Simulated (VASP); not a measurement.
# Si3Sn (Pm-3n) in VASP: further runs, part 2 of 2

VASP 6.6.1. The steps go on from the part before.

### Step 4. Relaxation of cell and atoms, PBE

This run uses another cell than the first one, of 18.69 Å³/atom.

Input file INCAR:

```
SYSTEM = Si3Sn
  PREC = Accurate
  ENCUT = 600
  EDIFF = 1E-6
  ISMEAR = 0
  SIGMA = 0.1
  LREAL = .False.
  LASPH = .True.
  NELM = 100
  ALGO = Normal
  ISIF = 3
  LWAVE = .False.
  LCHARG = .False.
  GGA = PE
  IBRION = 2
  NSW = 100
  EDIFFG = -0.01
```

Input file KPOINTS:

```
regular mesh
0
Gamma
  8 8 8
  0 0 0
```

Input file POSCAR:

```
Si3Sn
1.0
    5.3080253217      0.0000000000      0.0000000000
    0.0000000000      5.3080253217      0.0000000000
    0.0000000000      0.0000000000      5.3080253217
Si Sn
6 2
Direct
    0.2500000000      0.0000000000      0.5000000000
    0.5000000000      0.7500000000      0.0000000000
    0.7500000000      0.0000000000      0.5000000000
    0.5000000000      0.2500000000      0.0000000000
    0.0000000000      0.5000000000      0.7500000000
    0.0000000000      0.5000000000      0.2500000000
    0.0000000000      0.0000000000      0.0000000000
    0.5000000000      0.5000000000      0.5000000000
```

Potentials or basis: VASP PAW PBE potentials, release 64 (Si, Sn_d).

The run is started by

```sh
> cat potpaw_PBE.64/Si/POTCAR potpaw_PBE.64/Sn_d/POTCAR > POTCAR
> mpirun -np 1 vasp_std > vasp.out
```

OUTCAR:

```text
SYSTEM = Si3Sn
   PREC = Accurate
   ENCUT = 600
   EDIFF = 1E-6
   ISMEAR = 0
   LREAL = .False.
   LASPH = .True.
   NELM = 100
   ISIF = 3
   GGA = PE
   IBRION = 2
   NSW = 100
   EDIFFG = -0.01

 ion  position               nearest neighbor table
   1  0.250  0.000  0.500-   3 2.65   3 2.65   8 2.97   7 2.97   8 2.97   7 2.97
   2  0.500  0.750  0.000-   4 2.65   4 2.65   8 2.97   8 2.97   7 2.97   7 2.97
   3  0.750  0.000  0.500-   1 2.65   1 2.65   8 2.97   7 2.97   8 2.97   7 2.97
   4  0.500  0.250  0.000-   2 2.65   2 2.65   8 2.97   8 2.97   7 2.97   7 2.97
   5  0.000  0.500  0.750-   6 2.65   6 2.65   8 2.97   7 2.97   7 2.97   8 2.97
   6  0.000  0.500  0.250-   5 2.65   5 2.65   8 2.97   7 2.97   7 2.97   8 2.97
   7  0.000  0.000  0.000-   1 2.97   2 2.97   3 2.97   4 2.97   5 2.97   6 2.97   1 2.97   3 2.97
                             5 2.97   6 2.97   2 2.97   4 2.97
   8  0.500  0.500  0.500-   1 2.97   2 2.97   3 2.97   4 2.97   5 2.97   6 2.97   2 2.97   4 2.97
                             1 2.97   3 2.97   5 2.97   6 2.97

  LATTYP: Found a simple cubic cell.
 ALAT       =     5.3080253217

  Lattice vectors:

 A1 = (   5.3080253217,   0.0000000000,   0.0000000000)
 A2 = (   0.0000000000,   5.3080253217,   0.0000000000)
 A3 = (   0.0000000000,   0.0000000000,   5.3080253217)

Analysis of symmetry for initial positions (statically):
=====================================================================
 Subroutine PRICEL returns:
 Original cell was already a primitive cell.

 Routine SETGRP: Setting up the symmetry group for a
 simple cubic supercell.

 Subroutine GETGRP returns: Found 48 space group operations
 (whereof 24 operations were pure point group operations)
 out of a pool of 48 trial point group operations.

The static configuration has the point symmetry T_h .
 The point group associated with its full space group is O_h .

Analysis of symmetry for dynamics (positions and initial velocities):
=====================================================================
 Subroutine PRICEL returns:
 Original cell was already a primitive cell.

 Routine SETGRP: Setting up the symmetry group for a
 simple cubic supercell.

 Subroutine GETGRP returns: Found 48 space group operations
 (whereof 24 operations were pure point group operations)
 out of a pool of 48 trial point group operations.

The dynamic configuration has the point symmetry T_h .
 The point group associated with its full space group is O_h .

 Subroutine INISYM returns: Found 48 space group operations
 (whereof 24 operations are pure point group operations),
 and found     1 'primitive' translations

----------------------------------------------------------------------------------------

                                     Primitive cell

  volume of cell :     149.5543

  direct lattice vectors                    reciprocal lattice vectors
[... 143 lines left out ...]
  ---------------------------------------------------
  ext. energy  EPLUGINS =         0.00000000
  ---------------------------------------------------
  free energy    TOTEN  =       -34.81687505 eV

  energy without entropy =      -34.79394287  energy(sigma->0) =      -34.80540896

------------------------ aborting loop because EDIFF is reached ----------------------------------------

  FORCE on cell =-STRESS in cart. coord.  units (eV):
  Direction    XX          YY          ZZ          XY          YZ          ZX
  --------------------------------------------------------------------------------------
  -------------------------------------------------------------------------------------
  Total        0.4095888      0.4095888      0.4095888     -0.0000000     -0.0000000      0.0000000
  in kB        4.3879301      4.3879301      4.3879301     -0.0000000     -0.0000000      0.0000000
  external PRESSURE =       4.3879301 kB  Pullay stress =       0.0000000 kB

 VOLUME and BASIS-vectors are now :
 -----------------------------------------------------------------------------
  energy-cutoff  :      600.00
  volume of cell :      149.55
      direct lattice vectors                 reciprocal lattice vectors
     5.308025322  0.000000000  0.000000000     0.188393977  0.000000000  0.000000000
     0.000000000  5.308025322  0.000000000     0.000000000  0.188393977  0.000000000
     0.000000000  0.000000000  5.308025322     0.000000000  0.000000000  0.188393977

 POSITION                                       TOTAL-FORCE (eV/Angst)
 -----------------------------------------------------------------------------------
      1.32701      0.00000      2.65401         0.000000     -0.000000     -0.000000
      2.65401      3.98102      0.00000        -0.000000      0.000000      0.000000
      3.98102      0.00000      2.65401        -0.000000      0.000000      0.000000
      2.65401      1.32701      0.00000        -0.000000      0.000000     -0.000000
      0.00000      2.65401      3.98102         0.000000      0.000000      0.000000
      0.00000      2.65401      1.32701         0.000000      0.000000      0.000000
      0.00000      0.00000      0.00000         0.000000      0.000000      0.000000
      2.65401      2.65401      2.65401         0.000000      0.000000      0.000000
 -----------------------------------------------------------------------------------
    total drift:                                0.000000     -0.000000     -0.000000

  FREE ENERGIE OF THE ION-ELECTRON SYSTEM (eV)
  ---------------------------------------------------
  free  energy   TOTEN  =       -34.8168750532 eV

  energy  without entropy=      -34.7939428664  energy(sigma->0) =      -34.80540896

--------------------------------------- Ionic step        2  -------------------------------------------

 number of electron      52.0000031 magnetization

 Free energy of the ion-electron system (eV)
  ---------------------------------------------------
  ext. energy  EPLUGINS =         0.00000000
  ---------------------------------------------------
  free energy    TOTEN  =       -34.81820102 eV

  energy without entropy =      -34.79510239  energy(sigma->0) =      -34.80665170

 E-fermi :   8.5538     XC(G=0): -10.6671

 val. band max:        8.5518493053   @ k =   0.5000   0.3750   0.1250
 cond. band min:       8.5646830675   @ k =   0.3750   0.3750   0.3750
 fundamental gap:      0.0128337622
 Fermi energy:         8.5538418931

 k-point     1 :       0.0000    0.0000    0.0000
  band No.  band energies     occupation
      1     -12.9542      2.00000
      2     -12.9542      2.00000
      3     -12.9435      2.00000
      4     -12.9435      2.00000
      5     -12.9389      2.00000
      6     -12.9389      2.00000
[... 805 lines left out ...]
     30      10.4815      0.00000
     31      10.7925      0.00000

 [... further k-points ...]
[... 5 lines left out ...]
  --------------------------------------------------------------------------------------
  -------------------------------------------------------------------------------------
  Total       -0.0586436     -0.0586436     -0.0586436      0.0000000      0.0000000     -0.0000000
  in kB       -0.6236170     -0.6236170     -0.6236170      0.0000000      0.0000000     -0.0000000
  external PRESSURE =      -0.6236170 kB  Pullay stress =       0.0000000 kB

 VOLUME and BASIS-vectors are now :
 -----------------------------------------------------------------------------
  energy-cutoff  :      600.00
  volume of cell :      150.67
      direct lattice vectors                 reciprocal lattice vectors
     5.321135913 -0.000000000  0.000000000     0.187929799  0.000000000  0.000000000
    -0.000000000  5.321135913  0.000000000     0.000000000  0.187929799  0.000000000
    -0.000000000 -0.000000000  5.321135913    -0.000000000 -0.000000000  0.187929799

 POSITION                                       TOTAL-FORCE (eV/Angst)
 -----------------------------------------------------------------------------------
      1.33028      5.32114      2.66057        -0.000000      0.000000     -0.000000
      2.66057      3.99085      0.00000        -0.000000     -0.000000      0.000000
      3.99085     -0.00000      2.66057         0.000000      0.000000      0.000000
      2.66057      1.33028      5.32114         0.000000     -0.000000     -0.000000
     -0.00000      2.66057      3.99085         0.000000     -0.000000      0.000000
     -0.00000      2.66057      1.33028        -0.000000      0.000000      0.000000
      0.00000      0.00000      0.00000        -0.000000     -0.000000      0.000000
      2.66057      2.66057      2.66057        -0.000000     -0.000000      0.000000
 -----------------------------------------------------------------------------------
    total drift:                                0.000000     -0.000000     -0.000000

  FREE ENERGIE OF THE ION-ELECTRON SYSTEM (eV)
  ---------------------------------------------------
  free  energy   TOTEN  =       -34.8182010153 eV

  energy  without entropy=      -34.7951023867  energy(sigma->0) =      -34.80665170

 reached required accuracy - stopping structural energy minimisation
```

Wall time 6.5 min (1 thread of Intel Xeon 8259CL, shared host); peak memory 0.37 GiB.

What came out:

| Property | Result |
| --- | --- |
| Free energy | -34.8182 eV |
| Relaxed volume | 18.83 Å³/atom |
| Relaxed cell | a = 5.321 Å, b = 5.321 Å, c = 5.321 Å, α = 90.00°, β = 90.00°, γ = 90.00° |
| Space group after relaxing (to 0.1 Å) | Pm-3n (No. 223) |
| Energy gained by relaxing | 0.2 meV/atom |
| Ionic steps | 2 |
| Pressure after relaxing | -0.1 GPa |
| Band gap on the k mesh | zero (bands 26 and 27 overlap by 2.23 eV) |

The path:
```tsv
step	energy change (eV)	largest force (eV/Å)	pressure (GPa)	volume (Å³)
1	0.0000	0.0000	0.44	149.55
2	-0.0013	0.0000	-0.06	150.67
```

Final structure:
```
Si Sn
1.0
     5.32114    0.00000    0.00000
     0.00000    5.32114    0.00000
     0.00000    0.00000    5.32114
Si Sn
6 2
Direct
  0.25000 0.00000 0.50000
  0.50000 0.75000 0.00000
  0.75000 0.00000 0.50000
  0.50000 0.25000 0.00000
  0.00000 0.50000 0.75000
  0.00000 0.50000 0.25000
  0.00000 0.00000 0.00000
  0.50000 0.50000 0.50000
```

Caveat: spin-orbit coupling is left out, which moves the levels of the heavy elements.

### Step 5. The runs side by side

```tsv
task	cell	k mesh	cutoff (eV)	gap on the mesh (eV)	pressure (GPa)	relaxed volume (Å³/atom)
single point	a = 5.320 Å, 8 atoms	8 × 8 × 8	520	none	0.0	-
relaxation of cell and atoms	relaxed from a = 5.160 Å, 8 atoms	4 × 4 × 4	600	none	0.0	18.68
relaxation of cell and atoms	relaxed from a = 5.308 Å, 8 atoms	8 × 8 × 8	600	none	-0.1	18.83
```

Alike in all rows: level PBE; potentials or basis VASP PAW PBE potentials, release 64 (Si, Sn_d); no spin polarisation; smearing gaussian 0.1 eV.

Caveats: spin-orbit coupling is left out, which moves the levels of the heavy elements.

Absolute energies hang on the potentials; compare differences alone.
